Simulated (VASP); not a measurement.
# HfB2 (P6/mmm) in VASP: notebook

Aim: see how the results for HfB2 move with the level of theory and the settings. Levels: pbe exchange, lyp correlation. Tasks: single point.

Everything below comes from runs of VASP 6.6.1. Logs are shortened: lines on timing, memory, paths and dates and some standing lists are left out, and cuts for length are marked.

## 1. The cell of the first run

It takes space group P6/mmm (No. 191, hexagonal). The conventional cell has a = 3.168 Å, b = 3.168 Å, c = 3.511 Å, α = 90.00°, β = 90.00°, γ = 120.00°. Within 3.3 Å of Hf (site symmetry 6/mmm) lie 12 B at 2.53 Å and 6 Hf at 3.17 Å. B (site symmetry -6m2) has 3 B at 1.83 Å within 2.4 Å.

## 2. Single point, pbe exchange, lyp correlation

Input file INCAR:

```
PREC = Accurate ; ENCUT = 500
EDIFF = 1E-6 ; ISMEAR = -1
SIGMA = 0.2 ; LREAL = False
LASPH = True ; NELM = 120
ALGO = Normal ; ISIF = 2
LWAVE = False ; LCHARG = False
GGA = LIBXC ; LIBXC1 = GGA_X_PBE
LIBXC2 = GGA_C_LYP ; NBANDS = 15
GGA_COMPAT = False
```

Input file KPOINTS:

```
regular mesh
0
Gamma
  11 11 8
```

Input file POSCAR:

```
HfB2
1.0
    3.1676666238      0.0000000000      0.0000000000
   -1.5838333119      2.7432800011      0.0000000000
    0.0000000000      0.0000000000      3.5106623729
Hf B
1 2
Direct
    0.0000000000      0.0000000000      0.0000000000
    0.3333333333      0.6666666667      0.5000000000
    0.6666666667      0.3333333333      0.5000000000
```

Potentials or basis: VASP PAW PBE potentials, release 64 (Hf_pv, B).

Started as:

```console
$ cat potpaw_PBE.64/Hf_pv/POTCAR potpaw_PBE.64/B/POTCAR > POTCAR
$ mpirun -np 1 vasp_std > vasp.out
```

OUTCAR:

```text
PREC = Accurate
   ENCUT = 500
   EDIFF = 1E-6
   ISMEAR = -1
   LREAL = False
   LASPH = True
   NELM = 120
   ISIF = 2
   GGA = LIBXC

 ion  position               nearest neighbor table
   1  0.000  0.000  0.000-   2 2.53   3 2.53   2 2.53   3 2.53   3 2.53   3 2.53   2 2.53   2 2.53
                             3 2.53   3 2.53   2 2.53   2 2.53
   2  0.333  0.667  0.500-   3 1.83   3 1.83   3 1.83   1 2.53   1 2.53   1 2.53   1 2.53   1 2.53
                             1 2.53
   3  0.667  0.333  0.500-   2 1.83   2 1.83   2 1.83   1 2.53   1 2.53   1 2.53   1 2.53   1 2.53
                             1 2.53

  LATTYP: Found a hexagonal cell.
 ALAT       =     3.1676666238
 C/A-ratio  =     1.1082802548

  Lattice vectors:

 A1 = (   3.1676666238,   0.0000000000,   0.0000000000)
 A2 = (  -1.5838333119,   2.7432800011,   0.0000000000)
 A3 = (   0.0000000000,   0.0000000000,   3.5106623729)

Analysis of symmetry for initial positions (statically):
=====================================================================
 Subroutine PRICEL returns:
 Original cell was already a primitive cell.

 Routine SETGRP: Setting up the symmetry group for a
 hexagonal supercell.

 Subroutine GETGRP returns: Found 24 space group operations
 (whereof 24 operations were pure point group operations)
 out of a pool of 24 trial point group operations.

The static configuration has the point symmetry D_6h.

Analysis of symmetry for dynamics (positions and initial velocities):
=====================================================================
 Subroutine PRICEL returns:
 Original cell was already a primitive cell.

 Routine SETGRP: Setting up the symmetry group for a
 hexagonal supercell.

 Subroutine GETGRP returns: Found 24 space group operations
 (whereof 24 operations were pure point group operations)
 out of a pool of 24 trial point group operations.

The dynamic configuration has the point symmetry D_6h.

 Subroutine INISYM returns: Found 24 space group operations
 (whereof 24 operations are pure point group operations),
 and found     1 'primitive' translations

----------------------------------------------------------------------------------------

                                     Primitive cell

  volume of cell :      30.5069

  direct lattice vectors                    reciprocal lattice vectors
     3.167666624  0.000000000  0.000000000     0.315689786  0.182263568  0.000000000
    -1.583833312  2.743280001  0.000000000     0.000000000  0.364527135  0.000000000
     0.000000000  0.000000000  3.510662373     0.000000000  0.000000000  0.284846531

  length of vectors
     3.167666624  3.167666827  3.510662373     0.364527159  0.364527135  0.284846531

  position of ions in fractional coordinates (direct lattice)
     0.000000000  0.000000000  0.000000000
     0.333333333  0.666666667  0.500000000
     0.666666667  0.333333333  0.500000000

  ion indices of the primitive-cell ions
   primitive index   ion index
                 1           1
                 2           2
                 3           3

----------------------------------------------------------------------------------------

 KPOINTS: regular mesh

Automatic generation of k-mesh.
 Grid dimensions read from file:
 generate k-points for:   11   11    8

 Generating k-lattice:

  Cartesian coordinates                     Fractional coordinates (reciprocal lattice)
     0.028699071  0.016569415  0.000000000     0.090909091 -0.000000000  0.000000000
     0.000000000  0.033138830  0.000000000     0.000000000  0.090909091  0.000000000
     0.000000000  0.000000000  0.035605816     0.000000000  0.000000000  0.125000000

  Length of vectors
     0.033138833  0.033138830  0.035605816

  Shift w.r.t. Gamma in fractional coordinates (k-lattice)
     0.000000000  0.000000000  0.000000000

 Subroutine IBZKPT returns following result:
 ===========================================

 Found     80 irreducible k-points:

 Following reciprocal coordinates:
            Coordinates               Weight
  0.000000  0.000000  0.000000      1.000000
  0.090909  0.000000  0.000000      6.000000
  0.181818  0.000000  0.000000      6.000000
  0.272727  0.000000  0.000000      6.000000
  0.363636  0.000000  0.000000      6.000000
  0.454545  0.000000  0.000000      6.000000
[... 16 lines left out ...]
  0.090909  0.090909  0.125000     12.000000
  0.181818  0.090909  0.125000     24.000000
 [... further k-points ...]
   k-points           NKPTS =     80   k-points in BZ     NKDIM =     80   number of bands    NBANDS=     15
   number of dos      NEDOS =    301   number of ions     NIONS =      3
   total plane-waves  NPLWV =  16128
   dimension x,y,z NGX =    24 NGY =   24 NGZ =   28
   dimension x,y,z NGXF=    48 NGYF=   48 NGZF=   56
   ions per type =               1   2
   NGX,Y,Z   is equivalent  to a cutoff of  12.60, 12.60, 13.26 a.u.
   NGXF,Y,Z  is equivalent  to a cutoff of  25.19, 25.19, 26.52 a.u.
 SYSTEM =  unknown system
   PREC   = accura    normal or accurate (medium, high low for compatibility)
   ISTART =      0    job   : 0-new  1-cont  2-samecut
   ICHARG =      2    charge: 1-file 2-atom 10-const
   ISPIN  =      1    spin polarized calculation?
   LNONCOLLINEAR =      F non collinear calculations
   LSORBIT =      F    spin-orbit coupling
   LASPH  =      T    aspherical Exc in radial PAW
   ENCUT  =  500.0 eV  36.75 Ry    6.06 a.u.   5.78  5.78  6.40*2*pi/ulx,y,z
   NELM   =    120;   NELMIN=  2; NELMDL= -5     # of ELM steps
   EDIFF  = 0.1E-05   stopping-criterion for ELM
   LREAL  =      F    real-space projection
   EDIFFG = 0.1E-04   stopping-criterion for IOM
   NSW    =      0    number of steps for IOM
   IBRION =     -1    ionic relax: 0-MD 1-quasi-New 2-CG
   NFREE  =      0    steps in history (QN), initial steepest desc. (CG)
   ISIF   =      2    stress and relaxation
   ISYM   =      2    0-nonsym 1-usesym 2-fastsym
   POTIM  = 0.5000    time-step for ionic-motion
   TEBEG  =    0.0;   TEEND  =   0.0 temperature during run
   PSTRESS=    0.0 pullay stress
   NELECT =      16.0000    total number of electrons
   NUPDOWN=      -1.0000    fix difference up-down
   EMIN   =  10.00;   EMAX   =-10.00  energy-range for DOS
   EFERMI =   0.00;   METHOD = LEGACY
   ISMEAR =    -1;   SIGMA  =   0.20  broadening in eV -4-tet -1-fermi 0-gaus
   EFERMI_NEDOS =   21; number of points for ismear=-14 and -15
   IALGO  =     38    algorithm
   IMIX   =      4    mixing-type and parameters
     AMIX     =   0.40;   BMIX     =  1.00
     AMIX_MAG =   1.60;   BMIX_MAG =  1.00
  volume/ion in A,a.u.               =      10.17        68.62
  Fermi-wavevector in a.u.,A,eV,Ry     =   1.320227  2.494867 23.714945  1.742999
  Thomas-Fermi vector in A             =   2.450068
   LORBIT       =      0    0 simple, 1 ext, 2 COOP (PROOUT), +10 PAW based schemes
   GGA     = LIBXC    functional components
   LHFCALC =     F    Hartree Fock is set to
   AEXX    =    0.0000 exact exchange contribution
   IVDW    =     0    specifies the selected vdW correction
   LEPSILON=     F    determine dielectric tensor
   LRPA    =     F    only Hartree local field effects (RPA)
 non-spin polarized calculation
  energy-cutoff  :      500.00
  volume of cell :       30.51
 maximum number of plane-waves:       787
 NGX is ok and might be reduce to    24
   NGX = 11   NGY = 11   NGZ = 13

 number of electron      15.9999999 magnetization

 Free energy of the ion-electron system (eV)
  ---------------------------------------------------
  ext. energy  EPLUGINS =         0.00000000
  ---------------------------------------------------
  free energy    TOTEN  =       -23.67267213 eV

  energy without entropy =      -23.63380837  energy(sigma->0) =      -23.65324025

 E-fermi :   7.9278     XC(G=0): -11.8218

 val. band max:        7.7651913263   @ k =   0.0909   0.0909   0.2500
 cond. band min:       7.9293149327   @ k =   0.2727   0.1818   0.0000
 fundamental gap:      0.1641236063
 Fermi energy:         7.9277832663

 k-point     1 :       0.0000    0.0000    0.0000
  band No.  band energies     occupation
      1     -22.9052      2.00000
      2     -22.4492      2.00000
      3     -22.4492      2.00000
      4      -5.5212      2.00000
      5       5.0826      2.00000
      6       5.0826      2.00000
      7       5.1330      2.00000
      8       5.1996      2.00000
      9      11.7714      0.00000
     10      11.7714      0.00000
     11      12.3348      0.00000
     12      12.3348      0.00000
     13      12.7885      0.00000
     14      12.9341      0.00000
     15      12.9341      0.00000

 k-point     2 :       0.0909    0.0000    0.0000
  band No.  band energies     occupation
      1     -22.8961      2.00000
      2     -22.5063      2.00000
      3     -22.4620      2.00000
      4      -5.3493      2.00000
      5       4.5952      2.00000
      6       5.0557      2.00000
      7       5.0691      2.00000
      8       5.3067      2.00000
      9      11.2700      0.00000
     10      11.6576      0.00000
     11      11.7291      0.00000
     12      11.9859      0.00000
     13      13.3785      0.00000
     14      13.6096      0.00000
     15      14.0418      0.00000
[... 365 lines left out ...]
      3     -22.4861      2.00000
      4      -4.8060      2.00000
      5       3.7423      2.00000
      6       3.9478      2.00000
      7       4.9216      2.00000
      8       6.6014      1.99737
      9       9.4208      0.00114
     10      10.8132      0.00000
     11      12.0436      0.00000
     12      12.8548      0.00000
     13      14.0020      0.00000
     14      14.0234      0.00000
     15      14.6481      0.00000

 k-point    24 :       0.1818    0.0909    0.1250
  band No.  band energies     occupation
      1     -22.8838      2.00000
      2     -22.7633      2.00000
      3     -22.5336      2.00000
      4      -4.2033      2.00000
      5       2.7432      2.00000
      6       3.8187      2.00000
      7       4.5330      2.00000
      8       6.6999      1.99570
      9       8.7756      0.02843
     10      11.2673      0.00000
     11      12.0014      0.00000
     12      12.7752      0.00000
     13      13.9936      0.00000
     14      14.6949      0.00000
     15      16.1411      0.00000

 [... further k-points ...]

------------------------ aborting loop because EDIFF is reached ----------------------------------------

  FORCE on cell =-STRESS in cart. coord.  units (eV):
  Direction    XX          YY          ZZ          XY          YZ          ZX
  --------------------------------------------------------------------------------------
  -------------------------------------------------------------------------------------
  Total       -0.2057457     -0.2057457      0.7107807      0.0000000      0.0000000     -0.0000000
  in kB      -10.8054457    -10.8054475     37.3290993      0.0000000      0.0000000     -0.0000000
  external PRESSURE =       5.2394020 kB  Pullay stress =       0.0000000 kB

 VOLUME and BASIS-vectors are now :
 -----------------------------------------------------------------------------
  energy-cutoff  :      500.00
  volume of cell :       30.51
      direct lattice vectors                 reciprocal lattice vectors
     3.167666624  0.000000000  0.000000000     0.315689786  0.182263568  0.000000000
    -1.583833312  2.743280001  0.000000000     0.000000000  0.364527135  0.000000000
     0.000000000  0.000000000  3.510662373     0.000000000  0.000000000  0.284846531

 POSITION                                       TOTAL-FORCE (eV/Angst)
 -----------------------------------------------------------------------------------
      0.00000      0.00000      0.00000        -0.000000      0.000000      0.000000
     -0.00000      1.82885      1.75533        -0.000000      0.000000     -0.000000
      1.58383      0.91443      1.75533         0.000000     -0.000000      0.000000
 -----------------------------------------------------------------------------------
    total drift:                               -0.000000      0.000000      0.000000

  FREE ENERGIE OF THE ION-ELECTRON SYSTEM (eV)
  ---------------------------------------------------
  free  energy   TOTEN  =       -23.6726721328 eV

  energy  without entropy=      -23.6338083701  energy(sigma->0) =      -23.65324025
```

Wall time 11 s (1 thread of Intel Xeon 6975P-C (Granite Rapids), shared host); peak memory 0.17 GiB.

Results:

```yaml
Free_energy: -23.6727 eV
Pressure: 0.5 GPa
Band_gap_on_the_k_mesh: zero (bands 8 and 9 overlap by 1.06 eV)
```

Stress tensor (GPa, compression positive):
```
-1.08  0.00  0.00
 0.00 -1.08  0.00
 0.00  0.00  3.73
```

Caveat: the PAW data sets were made with another functional, which shifts forces and pressure a little; spin-orbit coupling is left out, which moves the levels of the heavy elements.

(Part 1 of 2 ends here.)
